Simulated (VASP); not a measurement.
**TiO2: single point with PBEsol**

Crystal: TiO2.

```xyz
6
Lattice="4.5912 0.0000 0.0000 0.0000 4.5912 0.0000 0.0000 0.0000 2.9390" Properties=species:S:1:pos:R:3 pbc="T T T"
Ti    0.0000    0.0000    0.3750
Ti    2.2956    2.2956    1.8445
O     1.3978    1.3978    0.0000
O     0.8979    3.6934    1.4695
O     3.1935    3.1935    0.0000
O     3.6934    0.8979    1.4695
```

This cell differs from its parent crystal: all Ti atoms moved +0.375 Å, as atom 1 along Cartesian [0 0 1].

| Quantity | Value |
| --- | --- |
| Program | VASP 6.6.1 |
| Task | single point |
| Functional | PBEsol |
| Potentials or basis | VASP PAW PBE potentials, release 64 (Ti_sv, O) |
| Cutoff | 520 eV |
| k mesh | 6 × 6 × 10 |
| Occupations | gaussian, width 0.05 eV |
| Spin | no spin polarisation |

```yaml
Pressure: 22.7 GPa
Largest_force: 4.735 eV/Å
Band_gap_on_the_k_mesh: 3.18 eV, indirect (least direct gap 3.31 eV)
```

Forces in eV/Å, atoms in the order of the input:
```
Ti   0.000  0.000 -4.735
Ti   0.000  0.000 -4.735
O   -1.789 -1.789  2.367
O    1.789 -1.789  2.367
O    1.789  1.789  2.367
O   -1.789  1.789  2.367
```

Stress tensor (GPa, compression positive):
```
19.45  0.00  0.00
 0.00 19.45  0.00
 0.00  0.00 29.23
```

Levels at points of the mesh, in eV from the valence-band top:
```
           k point  band 21  band 22  band 23  band 24  band 25  band 26  band 27  band 28
(0.00, 0.00, 0.00)    -1.65    -0.76    -0.76     0.00     3.94     4.61     4.64     4.64
(0.50, 0.00, 0.00)    -0.97    -0.97    -0.63    -0.63     3.52     3.52     5.04     5.04
(0.50, 0.50, 0.00)    -1.88    -1.88    -1.18    -1.18     4.55     4.55     4.72     4.72
(0.00, 0.00, 0.50)    -2.25    -2.25    -0.91    -0.91     4.54     4.54     4.90     4.90
(0.50, 0.00, 0.50)    -1.34    -1.34    -0.99    -0.99     3.55     3.55     4.83     4.83
(0.50, 0.50, 0.50)    -1.74    -0.67    -0.13    -0.13     3.18     4.46     4.46     4.53
```

Wall time 86 s on 1 thread of Intel Xeon 6975P-C, on a shared host, peak memory 0.24 GiB.

Caveat: the cell differs from its parent crystal (all Ti atoms moved +0.375 Å, as atom 1 along Cartesian [0 0 1]); the PAW data sets were made with another functional, which shifts forces and pressure a little. A k mesh can miss the band edges.
